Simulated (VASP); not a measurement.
Write the native input for VASP 6.6.1 that does the following.

```yaml
Task: single point
Functional: r2SCAN
Potentials_or_basis: VASP PAW PBE potentials, release 64 (Ga_d, P)
Cutoff: 520 eV
k_mesh: 8 × 8 × 8
Occupations: gaussian, width 0.01 eV
Spin: no spin polarisation
Dipole_correction: no
Further_INCAR_settings: ALGO = Normal; EDIFF = 1e-06; NBANDS = 16
```

The system is GaP.

```xyz
2
Lattice="2.7798 2.7798 0.0000 -2.7798 2.7798 0.0000 0.0000 2.7798 2.6793" Properties=species:S:1:pos:R:3 pbc="T T T"
Ga    0.0000    0.0000    0.0000
P     1.3899    4.1696    1.3396
```

This cell differs from its parent crystal: in-plane strain +0.02, then relaxed in part.

The input as run:

POSCAR

```
GaP
1.0
    2.7797550000      2.7797550000      0.0000000000
   -2.7797550000      2.7797550000      0.0000000000
    0.0000000000      2.7797550000      2.6792508716
Ga P
1 1
Direct
    0.0000000000      0.0000000000      0.0000000000
    0.7500000000      0.2500000000      0.5000000000
```

INCAR.step1

```
SYSTEM = GaP
  ALGO = Normal
  EDIFF = 1E-4
  ENCUT = 520
  GGA = PE
  ISMEAR = 0
  LASPH = .True.
  LCHARG = .False.
  LREAL = .False.
  LWAVE = .True.
  NBANDS = 16
  NELM = 100
  PREC = Accurate
  SIGMA = 0.01
```

INCAR.step2

```
SYSTEM = GaP
  ALGO = Normal
  EDIFF = 1E-6
  ENCUT = 520
  ISIF = 2
  ISMEAR = 0
  ISTART = 1
  LASPH = .True.
  LCHARG = .False.
  LMIXTAU = .True.
  LREAL = .False.
  LWAVE = .False.
  METAGGA = R2SCAN
  NBANDS = 16
  NELM = 100
  PREC = Accurate
  SIGMA = 0.01
```

KPOINTS

```
k-points
0
Gamma
  8 8 8
  0 0 0
```

Potentials or basis: VASP PAW PBE potentials, release 64 (Ga_d, P).

Run with:

```bash
$ cat potpaw_PBE.64/Ga_d/POTCAR potpaw_PBE.64/P/POTCAR > POTCAR
$ cp INCAR.step1 INCAR
$ mpirun -np 1 vasp_std > vasp.out
$ cp INCAR.step2 INCAR
$ mpirun -np 1 vasp_std > vasp.out
```

Results of the run:

- Pressure: -2.0 GPa
- Band gap on the k mesh: 1.57 eV, indirect (least direct gap 2.00 eV)

Caveat: the cell differs from its parent crystal (in-plane strain +0.02, then relaxed in part); the PAW data sets were made with another functional, which shifts forces and pressure a little.

Run time: 2.2 min on 1 thread of Intel Xeon 6975P-C (shared host), peak memory 0.19 GiB.
